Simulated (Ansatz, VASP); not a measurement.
**Hf in VASP and in Ansatz**

```xyz
1
Lattice="0.0000 2.4016 1.8530 2.2852 0.0000 1.8530 2.2852 2.4016 0.0000" Properties=species:S:1:pos:R:3 pbc="T T T"
Hf    0.0000    0.0000    0.0000
```

Change from the starting cell: strain +e along x and -e along y -0.0267, strain +e along z and -e/2 along x and y -0.1500.

Alike in both runs: task single point; functional LDA; k mesh 18 × 18 × 18; occupations gaussian, width 0.15 eV; no spin polarisation.

```csv
,VASP,Ansatz
version,VASP 6.6.1,Ansatz 0.2.0
potentials or method,"VASP PAW LDA potentials, release 64 (Hf_pv), cutoff 520 eV","scalar-relativistic, plane waves, PAW"
valence electrons in the cell,10,26
```

```csv
,VASP,Ansatz,Ansatz less VASP
gap on the k mesh at the Fermi level (eV),none,none,-
pressure (GPa),1.1,1.0,-0.12
"traceless stress, the component that is largest in VASP (GPa)",-2.56,-2.55,+0.013
```

LDA's correlation is that of Perdew and Zunger in VASP and of Perdew and Wang (1992) in Ansatz. A gap of «none» marks a metal or a gap that the smearing closes. VASP's potentials hold 10 valence electrons a cell and Ansatz's 26, so a difference there can come from the potentials and not from the codes.

Spin-orbit coupling is off throughout.
